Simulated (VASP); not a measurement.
Here is a VASP 6.6.1 calculation.

File INCAR:

```
PREC     = Accurate       # precision mode
ENCUT    = 600            # plane-wave cutoff, eV
EDIFF    = 1E-6           # SCF threshold, eV
ISMEAR   = 0              # smearing method
SIGMA    = 0.1            # smearing width, eV
LREAL    = F              # projectors in reciprocal space
LASPH    = T              # aspherical terms in the spheres
NELM     = 100            # most SCF steps
ALGO     = Normal         # electronic algorithm
ISIF     = 3              # what is computed and relaxed
LWAVE    = F              # write WAVECAR
LCHARG   = F              # write CHGCAR
GGA      = PE             # functional
IBRION   = 2              # ionic algorithm
NSW      = 100            # ionic steps
EDIFFG   = -0.01          # ionic threshold
```

File KPOINTS:

```
regular mesh
0
Gamma
  15 15 20
```

Contents of POSCAR:

```
Al
1.0
    4.6050684801      0.0000000000      0.0000000000
   -2.3025342401      3.9881062899      0.0000000000
    0.0000000000      0.0000000000      2.6684286514
Al
2
Direct
    0.3333333333      0.6666666667      0.5000000000
    0.6666666667      0.3333333333      0.5000000000
```

Potentials or basis: VASP PAW PBE potentials, release 64 (Al).

Run with:

```sh
$ cat potpaw_PBE.64/Al/POTCAR > POTCAR
$ mpirun -np 1 vasp_std > vasp.out
```

Problem. Predict the space group after relaxing (to 0.05 Å).

Solution. P6/mmm (No. 191).

Problem. Predict the band gap on the k mesh.

Solution. Zero (band 3 reaches 6.32 eV, above the bottom of band 4 at 2.51 eV).

Problem. What does it give for the relaxed cell?

Solution. a = 4.546 Å, b = 4.546 Å, c = 2.753 Å, α = 90.00°, β = 90.00°, γ = 120.00°.

Final structure:
```cif
data_structure
_symmetry_space_group_name_H-M 'P 1'
_symmetry_Int_Tables_number 1
_cell_length_a 4.5459
_cell_length_b 4.5459
_cell_length_c 2.7533
_cell_angle_alpha 90.000
_cell_angle_beta 90.000
_cell_angle_gamma 120.000
_cell_volume 49.27
loop_
_atom_site_label
_atom_site_type_symbol
_atom_site_fract_x
_atom_site_fract_y
_atom_site_fract_z
_atom_site_occupancy
Al1 Al 0.33333 0.66667 0.50000 1
Al2 Al 0.66667 0.33333 0.50000 1
```
